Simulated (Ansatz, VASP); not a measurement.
# One calculation of As2CO3, two programs

Contents of INCAR:

```
SYSTEM = As2CO3
  ALGO = Fast
  EDIFF = 1E-7
  EDIFFG = -0.01
  ENCUT = 600
  GGA = PE
  IBRION = 2
  ISIF = 3
  ISMEAR = 0
  LASPH = .TRUE.
  LCHARG = .FALSE.
  LREAL = .FALSE.
  LWAVE = .FALSE.
  NELM = 60
  NSW = 100
  PREC = Accurate
  SIGMA = 0.1
```

The input KPOINTS:

```
k-points
0
G
  12 12 6
  0 0 0
```

The input POSCAR:

```
As2CO3
1.0
    3.0656869904      0.0000000000      0.0000000000
    0.0000000000      3.0656869904      0.0000000000
    0.0000000000      0.0000000000      6.6661735256
As C O
2 1 3
Direct
    0.0000000000      0.5000000000      0.7140898760
    0.5000000000      0.0000000000      0.2859101240
    0.0000000000      0.0000000000      0.0000000000
    0.5000000000      0.5000000000      0.0000000000
    0.0000000000      0.5000000000      0.3810836722
    0.5000000000      0.0000000000      0.6189163278
```

Input for Ansatz:

```yaml
crystal:
  lattice:
    - [3.0656869904, 0.0, 0.0]
    - [0.0, 3.0656869904, 0.0]
    - [0.0, 0.0, 6.6661735256]
  atoms:
    - { symbol: As, position: [0.0, 0.5, 0.714089876] }
    - { symbol: As, position: [0.5, 0.0, 0.285910124] }
    - { symbol: C, position: [0.0, 0.0, 0.0] }
    - { symbol: O, position: [0.5, 0.5, 0.0] }
    - { symbol: O, position: [0.0, 0.5, 0.3810836722] }
    - { symbol: O, position: [0.5, 0.0, 0.6189163278] }
basis:
  ecutwfc: 420
kpoints:
  mp_grid: { grid: [12, 12, 6] }
hamiltonian:
  xc: pbe
scf:
  occupations: { method: gaussian, width: 0.1 }
output:
  forces: true
  stress: true
  eigenvalues: true
relax:
  adjacent_minimum: "off"
  f_tol: 0.01
  max_steps: 80
  cell: { stress_tol: 0.05 }
```

Change from the starting cell: species swapped into the Hf2CuSb3 type (P-4m2, No. 115).

Alike in both runs: task relaxation of cell and atoms; functional PBE; k mesh 12 × 12 × 6; occupations gaussian, width 0.1 eV; no spin polarisation.

|  | VASP | Ansatz |
| --- | --- | --- |
| version | VASP 6.6.1 | Ansatz 0.2.0 |
| potentials or method | VASP PAW PBE potentials, release 64 (As, C, O), cutoff 600 eV | scalar-relativistic, plane waves, PAW |
| valence electrons in the cell | 32 | 52 |

|  | VASP | Ansatz | Ansatz less VASP |
| --- | --- | --- | --- |
| gap on the k mesh at the Fermi level, each at its own relaxed structure (eV) | none | none | - |
| relaxed volume (Å³/atom) | 10.41 | 10.43 | +0.020 |
| relaxed length of the cell vector where the two differ most in proportion (Å) | 3.063 | 3.066 | +0.0026 |

A gap of «none» marks a metal or a gap that the smearing closes. VASP's potentials hold 32 valence electrons a cell and Ansatz's 52, so a difference there can come from the potentials and not from the codes.
